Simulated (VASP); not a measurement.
**MgI2: single point with PBE**

The system is MgI2.

```xyz
3
Lattice="4.1618 0.0000 0.0000 -2.0809 3.6042 0.0000 0.0000 0.0000 7.7275" Properties=species:S:1:pos:R:3 pbc="T T T"
Mg    0.0000    0.0000    0.0000
I     0.0000    2.4028    6.0134
I     2.0809    1.2014    1.7141
```

```json
{"Program": "VASP 6.6.1", "Task": "single point", "Functional": "PBE", "Potentials or basis": "VASP PAW PBE potentials, release 64 (Mg, I)", "Cutoff": "520 eV", "k mesh": "6 × 6 × 4", "Occupations": "gaussian, width 0.05 eV", "Spin": "no spin polarisation", "Dipole correction": "no", "Further INCAR settings": "ALGO = Normal; EDIFF = 1e-06; NBANDS = 15"}
```

```
Pressure               : 0.0 GPa
Largest force          : 0.136 eV/Å
Band gap on the k mesh : 3.51 eV, indirect (least direct gap 3.65 eV)
```

Forces in eV/Å, atoms in the order of the input:
```
Mg   0.000  0.000  0.000
I    0.000  0.000  0.136
I    0.000  0.000 -0.136
```

Stress tensor (GPa, compression positive):
```
 0.26  0.00  0.00
 0.00  0.26  0.00
 0.00  0.00 -0.58
```

Levels at points of the mesh, in eV from the valence-band top:
| k point | band 6 | band 7 | band 8 | band 9 | band 10 | band 11 |
| --- | --- | --- | --- | --- | --- | --- |
| (0.00, 0.00, 0.00) | -0.27 | 0.00 | 0.00 | 3.65 | 4.92 | 6.75 |
| (0.50, 0.00, 0.00) | -1.14 | -0.78 | -0.44 | 3.60 | 5.34 | 5.60 |
| (0.00, 0.00, 0.50) | -0.24 | -0.02 | -0.02 | 4.41 | 4.90 | 6.69 |
| (0.50, 0.00, 0.50) | -1.10 | -0.77 | -0.50 | 3.51 | 5.29 | 5.59 |

It took 22 s on 1 thread of AMD EPYC 9R45 96-Core Processor (Zen 5) (shared host), peak memory 0.21 GiB.

Caveat: spin-orbit coupling is left out, which moves the levels of the heavy elements; this functional lacks dispersion, which binds the layers, so the pressure and a relaxed spacing across them are unreliable. A k mesh can miss the band edges.
